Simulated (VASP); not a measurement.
# Si62As (a cell with a defect) in VASP: a series of runs

Runs on Si62As (a cell with a defect). Level: LDA. Tasks: single point.

All numbers are computed with VASP 6.6.1; they aren't measurements. Logs are shortened: lines on timing, memory, paths and dates and some standing lists are left out, and cuts for length are marked.

**1. The cell of the first run**

The cell holds a defect, 63 atoms: a = 10.860 Å, b = 10.860 Å, c = 10.860 Å, α = 90.00°, β = 90.00°, γ = 90.00°.

**2. Single point, LDA, collinear spin, zero start**

Input file INCAR:

```
SYSTEM = Si62As
  PREC = Accurate
  ENCUT = 520
  EDIFF = 1E-6
  ISMEAR = 0
  SIGMA = 0.05
  LREAL = Auto
  LASPH = .True.
  NELM = 150
  ALGO = Normal
  ISIF = 2
  LWAVE = .False.
  LCHARG = .False.
  ISPIN = 2
  MAGMOM = 0 0 0 0 0 0 0 0 0 0 0 0 0 0 0 0 0 0 0 0 0 0 0 0 0 0 0 0 0 0 0 0 0 0 0 0 0 0 0 0 0 0 0 0 0 0 0 0 0 0 0 0 0 0 0 0 0 0 0 0 0 0 0
  LORBIT = 11
  GGA = CA
  NELECT = 255.0
  NBANDS = 168
```

Input file KPOINTS:

```
regular mesh
0
Gamma
  1 1 1
  0 0 0
```

Input file POSCAR:

```
Si62As
1.0
   10.8600000000      0.0000000000      0.0000000000
    0.0000000000     10.8600000000      0.0000000000
    0.0000000000      0.0000000000     10.8600000000
Si As
62 1
Direct
    0.5015245856     -0.0008753223     -0.0010762431
    0.6188020258      0.1312643646      0.1263480663
    0.7491933702      0.2447885820     -0.0036521179
    0.8732650092      0.3714394107      0.1225791897
    0.7494598527      0.0051000921      0.2442968692
    0.8755448435      0.1252174954      0.3743344383
    0.0053207182     -0.0018062615     -0.0040064457
    0.1249046041      0.1263848987      0.1252187845
    0.2500732965      0.2505039595     -0.0000335175
    0.3726383057      0.3776603131      0.1257599448
    0.5029956722      0.4973424494      0.0003670350
    0.6264688766      0.6266971455      0.1262377532
    0.7509148250      0.7507844383     -0.0006534070
    0.8742653775      0.8795592081      0.1221775322
    0.2535922652     -0.0016162063      0.2454762431
    0.3801474217      0.1168658379      0.3766816759
    0.4952911602      0.2536437385      0.2545639963
    0.6261991713      0.3764327808      0.3764162983
    0.7480953959      0.4934338858      0.2451517495
    0.5113126151     -0.0107596685      0.4990403315
    0.6253386740      0.1237969613      0.6247611418
    0.7504625230      0.2492461326      0.4995800184
    0.8742151013      0.3760517495      0.6236931860
    0.7508797422     -0.0098579190      0.7398280847
    0.8737354512      0.1176473297      0.8709384899
   -0.0015526703      0.5031824125      0.0047627072
    0.1055662983      0.6321576427      0.1446065378
    0.2406167587      0.7445471455      0.0094801105
    0.3759446593      0.8717487109      0.1225694291
   -0.0005159300      0.2505820442      0.2505682320
    0.1291946593      0.3698170350      0.3764972376
    0.2455882136      0.5028802947      0.2513694291
    0.3759482505      0.6247254144      0.3758994475
    0.5018945672      0.7496817680      0.2513061694
    0.6400809392      0.8689935543      0.3682312155
    0.0049524862      0.0047999079      0.5007000000
    0.1236895028      0.1308035912      0.6312251381
    0.2548702578      0.2437702578      0.5013627072
    0.3774139042      0.3739099448      0.6223240331
    0.5034873849      0.5031993554      0.5032442910
    0.6246953959      0.6326660221      0.6256485267
    0.8801883978      0.8691782689      0.6099364641
    0.2510826888     -0.0014214549      0.7481774401
    0.3745490792      0.1241268877      0.8751526703
    0.4998909761      0.2490774401      0.7499837937
    0.6281912523      0.3733814917      0.8724053407
    0.7470602210      0.5027590239      0.7463012891
    0.8740037753      0.6246084715      0.8738643646
   -0.0238033149      0.7647493554      0.2732141805
    0.1270678637      0.8793202578      0.3758717311
    0.0069230203      0.4913928177      0.5018846225
    0.1236090239      0.6264527624      0.6233636280
    0.2503086556      0.7507141805      0.4989238490
    0.3779442910      0.8725621547      0.6244920810
   -0.0042054328      0.2535448435      0.7549167587
    0.1240706262      0.3778091160      0.8778505525
    0.2492703499      0.4976983425      0.7475678637
    0.3691889503      0.6217528545      0.8811264273
    0.4952807551      0.7460104972      0.7548117864
    0.6251878453      0.8728934622      0.8723053407
   -0.0021596685      0.7495807551      0.7472976059
    0.1274385820      0.8709222836      0.8733692449
    0.8038873849      0.7330113260      0.4447730203
```

Potentials or basis: VASP PAW LDA potentials, release 64 (Si, As).

Started as:

```sh
$ cat potpaw_LDA.64/Si/POTCAR potpaw_LDA.64/As/POTCAR > POTCAR
$ mpirun -np 1 vasp_gam > vasp.out
```

OUTCAR:

```text
SYSTEM = Si62As
   PREC = Accurate
   ENCUT = 520
   EDIFF = 1E-6
   ISMEAR = 0
   LREAL = Auto
   LASPH = .True.
   NELM = 150
   ISIF = 2
   ISPIN = 2
   LORBIT = 11
   GGA = CA
   NELECT = 255.0

 ion  position               nearest neighbor table
   1  0.502  0.999  0.999-  44 2.36  60 2.36  29 2.36   2 2.37
   2  0.619  0.131  0.126-  17 2.35   3 2.35   5 2.35   1 2.37
   3  0.749  0.245  0.996-  46 2.34   2 2.35   4 2.36  25 2.36
   4  0.873  0.371  0.123-  19 2.32  26 2.35  30 2.35   3 2.36
   5  0.749  0.005  0.244-  35 2.33  14 2.34   2 2.35   6 2.36
   6  0.876  0.125  0.374-  30 2.34  22 2.35  36 2.36   5 2.36
[... 10 lines left out ...]
  17  0.495  0.254  0.255-   2 2.35  16 2.35  10 2.35  18 2.36
  18  0.626  0.376  0.376-  19 2.32  22 2.35  17 2.36  40 2.36
  19  0.748  0.493  0.245-   4 2.32  18 2.32  12 2.35
  20  0.511  0.989  0.499-  21 2.35  54 2.36  35 2.38  16 2.39
  21  0.625  0.124  0.625-  24 2.35  20 2.35  22 2.36  45 2.36
  22  0.750  0.249  0.500-   6 2.35  18 2.35  23 2.35  21 2.36
  23  0.874  0.376  0.624-  51 2.32  22 2.35  55 2.35  47 2.36
  24  0.751  0.990  0.740-  21 2.35  60 2.36  42 2.38  25 2.39
  25  0.874  0.118  0.871-  55 2.35   7 2.36   3 2.36  24 2.39
[... 23 lines left out ...]
  49  0.976  0.765  0.273-  14 2.34  50 2.34  27 2.45  63 2.66
  50  0.127  0.879  0.376-  36 2.34  49 2.34  53 2.35  15 2.36
  51  0.007  0.491  0.502-  31 2.32  23 2.32  52 2.34
  52  0.124  0.626  0.623-  61 2.34  51 2.34  53 2.35  57 2.37
  53  0.250  0.751  0.499-  33 2.35  50 2.35  54 2.35  52 2.35
  54  0.378  0.873  0.624-  59 2.35  53 2.35  20 2.36  43 2.36
  55  0.996  0.254  0.755-  37 2.35  25 2.35  56 2.35  23 2.35
  56  0.124  0.378  0.878-   9 2.35  55 2.35  57 2.35  26 2.37
  57  0.249  0.498  0.748-  56 2.35  39 2.37  58 2.37  52 2.37
  58  0.369  0.622  0.881-  59 2.36  11 2.37  57 2.37  28 2.38
  59  0.495  0.746  0.755-  41 2.34  54 2.35  60 2.35  58 2.36
  60  0.625  0.873  0.872-  59 2.35  13 2.35  24 2.36   1 2.36
  61  0.998  0.750  0.747-  52 2.34  48 2.35  42 2.35  62 2.36
  62  0.127  0.871  0.873-   7 2.33  43 2.36  28 2.36  61 2.36
  63  0.804  0.733  0.445-  35 2.46  42 2.47  49 2.66  41 2.97

  LATTYP: Found a simple cubic cell.
 ALAT       =    10.8600000000

  Lattice vectors:

 A1 = (  10.8600000000,   0.0000000000,   0.0000000000)
 A2 = (   0.0000000000,  10.8600000000,   0.0000000000)
 A3 = (   0.0000000000,   0.0000000000,  10.8600000000)

Analysis of symmetry for initial positions (statically):
=====================================================================
 Subroutine PRICEL returns:
 Original cell was already a primitive cell.

 Routine SETGRP: Setting up the symmetry group for a
 simple cubic supercell.

 Subroutine GETGRP returns: Found  1 space group operations
 (whereof  1 operations were pure point group operations)
 out of a pool of 48 trial point group operations.

The static configuration has the point symmetry C_1 .

Analysis of symmetry for dynamics (positions and initial velocities):
=====================================================================
 Subroutine PRICEL returns:
 Original cell was already a primitive cell.

 Routine SETGRP: Setting up the symmetry group for a
 simple cubic supercell.

 Subroutine GETGRP returns: Found  1 space group operations
 (whereof  1 operations were pure point group operations)
 out of a pool of 48 trial point group operations.

The dynamic configuration has the point symmetry C_1 .

Analysis of structural, dynamic, and magnetic symmetry:
=====================================================================
 Subroutine PRICEL returns:
 Original cell was already a primitive cell.

 Routine SETGRP: Setting up the symmetry group for a
 simple cubic supercell.

 Subroutine GETGRP returns: Found  1 space group operations
 (whereof  1 operations were pure point group operations)
 out of a pool of 48 trial point group operations.

The overall configuration has the point symmetry C_1 .

 Subroutine INISYM returns: Found  1 space group operations
[... 43 lines left out ...]
  ---------------------------------------------------
  free energy    TOTEN  =      -353.02037298 eV

  energy without entropy =     -352.99099715  energy(sigma->0) =     -353.00568507

 E-fermi :   6.1026     XC(G=0):  -9.5862

 val. band max:        5.9426491091   @ k =   0.0000   0.0000   0.0000
 cond. band min:       6.1031056276   @ k =   0.0000   0.0000   0.0000
 fundamental gap:      0.1604565185
 Fermi energy:         6.1025961701

 spin component 1

 k-point     1 :       0.0000    0.0000    0.0000
  band No.  band energies     occupation
      1      -6.3843      1.00000
      2      -5.7825      1.00000
      3      -5.2575      1.00000
      4      -5.2335      1.00000
      5      -5.2321      1.00000
      6      -5.2002      1.00000
[... 131 lines left out ...]
    138       6.7684      0.00000
    139       6.7763      0.00000
 Fermi energy:         6.1025961701

 spin component 2

 k-point     1 :       0.0000    0.0000    0.0000
  band No.  band energies     occupation
      1      -6.3843      1.00000
      2      -5.7825      1.00000
      3      -5.2575      1.00000
      4      -5.2335      1.00000
      5      -5.2321      1.00000
      6      -5.2002      1.00000
[... 131 lines left out ...]
    138       6.7684      0.00000
    139       6.7763      0.00000
 [bands above 139 left out]

------------------------ aborting loop because EDIFF is reached ----------------------------------------

  FORCE on cell =-STRESS in cart. coord.  units (eV):
  Direction    XX          YY          ZZ          XY          YZ          ZX
  --------------------------------------------------------------------------------------
  -------------------------------------------------------------------------------------
  Total        2.9997326      8.3667912      2.8228863      0.7596199     -1.1964235     -2.9284322
  in kB        3.7523527     10.4659832      3.5311365      0.9502053     -1.4966010     -3.6631633
  external PRESSURE =       5.9164908 kB  Pullay stress =       0.0000000 kB

 VOLUME and BASIS-vectors are now :
 -----------------------------------------------------------------------------
  energy-cutoff  :      520.00
  volume of cell :     1280.82
      direct lattice vectors                 reciprocal lattice vectors
    10.860000000  0.000000000  0.000000000     0.092081031  0.000000000  0.000000000
     0.000000000 10.860000000  0.000000000     0.000000000  0.092081031  0.000000000
     0.000000000  0.000000000 10.860000000     0.000000000  0.000000000  0.092081031

 POSITION                                       TOTAL-FORCE (eV/Angst)
 -----------------------------------------------------------------------------------
      5.44656     10.85049     10.84831        -0.001229     -0.000993      0.000582
      6.72019      1.42553      1.37214         0.005404      0.000592     -0.004776
      8.13624      2.65840     10.82034        -0.003648     -0.008741     -0.010973
      9.48366      4.03383      1.33121         0.004869     -0.023035     -0.021666
      8.13913      0.05539      2.65306        -0.001727      0.005537     -0.000497
      9.50842      1.35986      4.06527         0.001766      0.001200     -0.001778
[... 55 lines left out ...]
      1.38398      9.45822      9.48479        -0.000939      0.000910     -0.000629
      8.73022      7.96050      4.83024        -0.014596      0.024645      0.072231
 -----------------------------------------------------------------------------------
    total drift:                                0.007275      0.012735     -0.014675

  FREE ENERGIE OF THE ION-ELECTRON SYSTEM (eV)
  ---------------------------------------------------
  free  energy   TOTEN  =      -353.0203729817 eV

  energy  without entropy=     -352.9909971546  energy(sigma->0) =     -353.00568507

 total charge

# of ion       s       p       d       tot
------------------------------------------
    1        0.749   0.959   0.000   1.709
    2        0.753   0.966   0.000   1.718
    3        0.758   0.949   0.000   1.707
    4        0.746   0.963   0.000   1.710
    5        0.753   0.972   0.000   1.725
    6        0.746   0.969   0.000   1.716
[... 55 lines left out ...]
   62        0.747   0.961   0.000   1.708
   63        1.319   1.385   0.040   2.744
--------------------------------------------------
tot         47.953  60.526   0.040 108.520

 magnetization (x)

# of ion       s       p       d       tot
------------------------------------------
    1       -0.000  -0.000   0.000  -0.000
    2        0.000  -0.000   0.000  -0.000
    3       -0.000  -0.000   0.000  -0.000
    4       -0.000  -0.000   0.000  -0.000
    5       -0.000  -0.000   0.000  -0.000
    6       -0.000  -0.000   0.000  -0.000
[... 55 lines left out ...]
   62       -0.000  -0.000   0.000  -0.000
   63       -0.000  -0.000  -0.000  -0.000
--------------------------------------------------
tot         -0.000  -0.000  -0.000  -0.000
```

Run time: 11 min. Hardware: 1 thread of Intel Xeon Platinum 8259CL at 2.50GHz (Skylake/Cascade Lake), shared host; peak memory 0.88 GiB.

What came out:

| Item | Value |
| --- | --- |
| Free energy | -353.0204 eV |
| Largest force | 0.078 eV/Å |
| Net moment | 0.00 μB per cell |
| Valence electrons inside the program's atomic spheres | Si 1.71, 1.72, 1.73, 1.70, 1.68, 1.69, 1.65 (each value once); As 2.74 |

Forces on the atoms (eV/Å):
```
Si  -0.001 -0.001  0.001
Si   0.005  0.001 -0.005
Si  -0.004 -0.009 -0.011
Si   0.005 -0.023 -0.022
Si  -0.002  0.006  0.000
Si   0.002  0.001 -0.002
Si   0.001 -0.002  0.003
Si   0.005 -0.001 -0.008
Si   0.000  0.011  0.003
Si  -0.001 -0.002 -0.001
Si   0.002  0.002  0.004
Si   0.009 -0.002  0.009
Si   0.003  0.003  0.004
Si   0.002 -0.006 -0.003
Si   0.005 -0.003 -0.008
Si  -0.004  0.001 -0.008
Si  -0.006  0.001  0.003
Si   0.004 -0.005 -0.004
Si  -0.005 -0.040 -0.031
Si  -0.016  0.013  0.013
Si   0.000  0.004  0.001
Si   0.000 -0.002 -0.001
Si  -0.004 -0.005 -0.003
Si  -0.012 -0.001 -0.002
Si   0.005 -0.009 -0.010
Si   0.003  0.003  0.000
Si  -0.004  0.003  0.007
Si  -0.009  0.000  0.002
Si   0.005 -0.011 -0.005
Si  -0.002 -0.003  0.002
Si   0.000 -0.002 -0.008
Si  -0.007  0.004  0.000
Si   0.007 -0.008 -0.002
Si   0.004  0.002  0.007
Si  -0.027  0.037 -0.006
Si   0.004  0.011  0.001
Si   0.003  0.002 -0.001
Si  -0.006  0.004  0.003
Si   0.003 -0.002 -0.011
Si  -0.001 -0.005  0.004
Si   0.021  0.014 -0.024
Si   0.017  0.021  0.012
Si   0.006  0.001  0.004
Si  -0.001 -0.006  0.000
Si  -0.005  0.001  0.008
Si   0.004  0.007  0.002
Si   0.000  0.000  0.000
Si  -0.003 -0.005 -0.002
Si  -0.004  0.008  0.008
Si   0.008 -0.003  0.001
Si   0.009 -0.012  0.015
Si  -0.001  0.005 -0.005
Si   0.001  0.003 -0.002
Si  -0.005 -0.004 -0.001
Si  -0.004  0.003  0.003
Si   0.003 -0.006 -0.002
Si   0.000 -0.002 -0.004
Si   0.003 -0.007 -0.004
Si  -0.004  0.007  0.003
Si   0.003 -0.008  0.001
Si   0.001 -0.009 -0.001
Si  -0.001  0.001 -0.001
As  -0.015  0.025  0.072
```

Caveat: the k points lie up to 0.58 Å⁻¹ apart; the cell carries a net charge on a neutralising background, which shifts energy and pressure; the cell is charged against a uniform background, so pressure and absolute levels hang on convention.

(Continued in part 2 of 2.)
